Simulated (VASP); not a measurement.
BaTiO3:

```
Ba Ti O
1.0
     4.05243    0.00000    0.00000
     0.00000    4.05243    0.00000
     0.00000    0.00000    4.07087
Ba Ti O
1 1 3
Direct
  0.00000 0.00000 0.00000
  0.50000 0.50000 0.49000
  0.00000 0.50000 0.51700
  0.50000 0.00000 0.51700
  0.50000 0.50000 0.01900
```

Base run:

```yaml
Program: VASP 6.6.1
Functional: revPBE
Potentials_or_basis: VASP PAW PBE potentials, release 64 (Ba_sv, Ti_sv, O)
Cutoff: 520 eV
k_mesh: 7 × 7 × 7
Occupations: fermi-dirac, width 0.05 eV
Spin: no spin polarisation
```

Its results: band gap on the k mesh 1.81 eV, indirect (least direct gap 2.03 eV); pressure 0.8 GPa; largest force 0.503 eV/Å.

Task: The run is repeated on the same cell with these changes: dispersion from none to D3(BJ). What comes out?

Result: Band gap on the k mesh 1.81 eV, indirect (least direct gap 2.03 eV); pressure -5.0 GPa; largest force 0.506 eV/Å.

Dispersion adds attraction, which lowers the pressure at fixed volume and, as a term added to the energy, leaves the levels alone.

Caveats: the PAW data sets were made with another functional, which shifts forces and pressure a little; spin-orbit coupling is left out, which moves the levels of the heavy elements.

A k mesh can miss the band edges.
